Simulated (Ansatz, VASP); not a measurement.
WC in VASP and in Ansatz

```
CELL_PARAMETERS angstrom
2.94024 0.00000 0.00000
-1.47012 2.54632 0.00000
0.00000 0.00000 2.75305
ATOMIC_POSITIONS crystal
W 0.00000 0.00000 0.00000
C 0.66667 0.33333 0.50000
```

Alike in both runs: task single point; functional PBE; k mesh 24 × 24 × 18; occupations gaussian, width 0.15 eV; no spin polarisation.

|  | VASP | Ansatz |
| --- | --- | --- |
| version | VASP 6.6.1 | Ansatz 0.2.0 |
| potentials or method | VASP PAW PBE potentials, release 64 (W_sv, C), cutoff 520 eV | scalar-relativistic, plane waves, PAW |
| valence electrons in the cell | 18 | 18 |

VASP gave:

```
gap on the k mesh at the Fermi level (eV)                     : none
pressure (GPa)                                                : 11.9
traceless stress, the component that is largest in VASP (GPa) : 21.12
```

Task: What did Ansatz give for the same quantities?

Result: gap on the k mesh at the Fermi level (eV): none; pressure (GPa): 10.7; traceless stress, the component that is largest in VASP (GPa): 20.84.

A gap of «none» marks a metal or a gap that the smearing closes.

Neither program's run includes spin-orbit coupling.
